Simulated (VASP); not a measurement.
A run of VASP 6.6.1 is set up as follows.

File INCAR:

```
PREC     = Accurate       # precision mode
ENCUT    = 520            # plane-wave cutoff, eV
EDIFF    = 1E-6           # SCF threshold, eV
ISMEAR   = -1             # smearing method
SIGMA    = 0.02           # smearing width, eV
LREAL    = F              # projectors in reciprocal space
LASPH    = T              # aspherical terms in the spheres
NELM     = 100            # most SCF steps
ALGO     = Normal         # electronic algorithm
ISIF     = 2              # what is computed and relaxed
LWAVE    = F              # write WAVECAR
LCHARG   = F              # write CHGCAR
GGA      = PE             # functional
NBANDS   = 46             # bands
```

Contents of KPOINTS:

```
Automatic mesh
0
Gamma
  12 12 4
```

File POSCAR:

```
ZnSnN2
1.0
    3.5282821918      0.0000000000      0.0000000000
   -1.7641410959      3.0555820098      0.0000000000
    0.0000000000      0.0000000000      9.6463218640
Zn Sn N
2 2 4
Direct
    0.3333333333      0.6666666667     -0.0026375099
    0.6666666667      0.3333333333      0.1901375099
    0.3333333333      0.6666666667      0.4451281138
    0.6666666667      0.3333333333      0.7423718862
    0.3333333333      0.6666666667      0.2283443497
    0.3333333333      0.6666666667      0.6932195814
    0.6666666667      0.3333333333      0.4942804186
    0.6666666667      0.3333333333      0.9591556503
```

Potentials or basis: VASP PAW PBE potentials, release 64 (Zn, Sn_d, N).

Command:

```sh
$ cat potpaw_PBE.64/Zn/POTCAR potpaw_PBE.64/Sn_d/POTCAR potpaw_PBE.64/N/POTCAR > POTCAR
$ mpirun -np 1 vasp_std > vasp.out
```

Question: Predict the largest force.

Answer: 0.131 eV/Å.

Question: Predict the band gap on the k mesh.

Answer: Zero (bands 36 and 37 overlap by 0.02 eV).

Forces on the atoms (eV/Å):
```
Zn   0.000  0.000 -0.050
Zn   0.000  0.000  0.050
Sn   0.000  0.000 -0.017
Sn   0.000  0.000  0.017
N    0.000  0.000 -0.079
N    0.000  0.000 -0.131
N    0.000  0.000  0.131
N    0.000  0.000  0.079
```

Caveat: spin-orbit coupling is left out, which moves the levels of the heavy elements.
